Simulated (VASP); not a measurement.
A run of VASP 6.6.1 is set up as follows.

Contents of INCAR:

```
SYSTEM = LiF
PREC = Accurate ; ENCUT = 520
EDIFF = 1E-6 ; ISMEAR = 0
SIGMA = 0.05 ; LREAL = .FALSE.
LASPH = .TRUE. ; NELM = 80
ALGO = Normal ; ISIF = 2
LWAVE = .FALSE. ; LCHARG = .FALSE.
GGA = CA ; NBANDS = 18
```

File KPOINTS:

```
Automatic mesh
0
G
  9 9 6
  0 0 0
```

File POSCAR:

```
LiF
1.0
    3.0464146835      0.0000000000      0.0000000000
   -1.5232073417      2.6382725064      0.0000000000
    0.0000000000      0.0000000000      4.6092254161
Li F
2 2
Direct
    0.3333333333      0.6666666667      0.4120529761
    0.6666666667      0.3333333333      0.9120529761
    0.3333333333      0.6666666667      0.9910195924
    0.6666666667      0.3333333333      0.4910195924
```

Potentials or basis: VASP PAW LDA potentials, release 64 (Li_sv, F).

Run with:

```bash
$ cat potpaw_LDA.64/Li_sv/POTCAR potpaw_LDA.64/F/POTCAR > POTCAR
$ mpirun -np 1 vasp_std > vasp.out
```

Predict the largest force.

0.231 eV/Å.

What does it give for the band gap on the k mesh?

7.67 eV.

Forces on the atoms (eV/Å):
```
Li   0.000  0.000 -0.231
Li   0.000  0.000 -0.231
F    0.000  0.000  0.231
F    0.000  0.000  0.231
```

 A k mesh can miss the band edges.
